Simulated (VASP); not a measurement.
The system is ZnF2.

```xyz
6
Lattice="4.4329 0.0000 0.0000 0.0000 4.4329 0.0000 0.0000 0.0000 2.9470" Properties=species:S:1:pos:R:3 pbc="T T T"
Zn    0.0000    0.0000    0.0000
Zn    2.2165    2.2165    1.4735
F     1.3298    1.3298    0.0000
F     0.8867    3.5463    1.4735
F     3.1031    3.1031    0.0000
F     3.5463    0.8867    1.4735
```

This cell differs from its parent crystal: strain -5.8%.

Base run:

* Program: VASP 6.6.1
* Functional: PBE
* Potentials or basis: VASP PAW PBE potentials, release 64 (Zn, F)
* Cutoff: 600 eV
* k mesh: 6 × 6 × 8
* Occupations: fermi-dirac, width 0.02 eV
* Spin: no spin polarisation

Its results: band gap on the k mesh 3.75 eV; pressure 41.8 GPa; largest force 0.040 eV/Å.

The run is repeated on the same cell with these changes: functional from PBE to r2SCAN; cutoff from 600 eV to 660 eV; occupations from fermi-dirac, width 0.02 eV to gaussian, width 0.01 eV. What comes out?

Band gap on the k mesh 4.46 eV; pressure 33.7 GPa; largest force 0.016 eV/Å.

Caveats: the stress differs along the axes, from 40 to 45 GPa (at least some runs); the cell stands under pressure (at least some runs); the PAW data sets were made with another functional, which shifts forces and pressure a little (at least some runs).

A k mesh can miss the band edges.
